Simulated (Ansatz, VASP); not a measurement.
## C in VASP and in Ansatz

File INCAR:

```
  ALGO = Normal
  EDIFF = 1E-6
  ENCUT = 520
  GGA = PE
  ISIF = 2
  ISMEAR = 0
  IVDW = 12
  LASPH = T
  LCHARG = T
  LELF = T
  LREAL = F
  LVHAR = T
  LWAVE = F
  NBANDS = 16
  NELM = 60
  PREC = Accurate
  SIGMA = 0.03
```

File KPOINTS:

```
k-points
0
Gamma
  14 10 8
```

Contents of POSCAR:

```
C
1.0
   -1.2327815062      2.1341012746      0.0000000000
   -1.2327815062      0.0000000000     -3.3978816559
   -3.6983445185     -2.1341012746      0.0000000000
C
4
Direct
    0.2448572447      0.0209541806      0.9114325216
    0.7552325551     -0.0209541806      0.4218708784
    0.2497707594      0.0007063191      0.5831820024
    0.7501394408     -0.0007063191      0.0835145976
```

Input for Ansatz:

```yaml
crystal:
  lattice:
    - [-1.2327815062, 2.1341012746, 0.0]
    - [-1.2327815062, 0.0, -3.3978816559]
    - [-3.6983445185, -2.1341012746, 0.0]
  atoms:
    - { symbol: C, position: [0.2448572447, 0.0209541806, 0.9114325216] }
    - { symbol: C, position: [0.7552325551, -0.0209541806, 0.4218708784] }
    - { symbol: C, position: [0.2497707594, 0.0007063191, 0.5831820024] }
    - { symbol: C, position: [0.7501394408, -0.0007063191, 0.0835145976] }
basis:
  ecutwfc: 520.0
kpoints:
  mp_grid: { grid: [14, 10, 8] }
hamiltonian:
  xc: pbe
  pseudopotentials: { kind: paw, azcp: { folder: soft_1 } }
  dispersion: d3bj
scf:
  occupations: { method: gaussian, width: 0.03 }
output:
  forces: true
  stress: true
  eigenvalues: true
```

Change from the starting cell: mode 4 frozen in at -0.034 Å and mode 6 at -0.037 Å (largest displacements).

Alike in both runs: task single point; functional PBE; dispersion D3(BJ); k mesh 14 × 10 × 8; occupations gaussian, width 0.03 eV; no spin polarisation.

```csv
,VASP,Ansatz
version,VASP 6.6.1,Ansatz 0.2.0
potentials or method,"VASP PAW PBE potentials, release 64 (C), cutoff 520 eV","scalar-relativistic, plane waves, PAW"
valence electrons in the cell,16,16
```

```csv
,VASP,Ansatz,Ansatz less VASP
gap on the k mesh at the Fermi level (eV),0.44,0.44,0.000
least direct gap on the mesh (eV),0.55,0.55,0.000
pressure (GPa),-0.2,-0.6,-0.44
"traceless stress, the component that is largest in VASP (GPa)",-0.44,0.09,+0.527
rms of the force components (eV/Å),0.420,0.422,+0.0023
```

Atom by atom the forces differ by 0.002 eV/Å (rms over components).
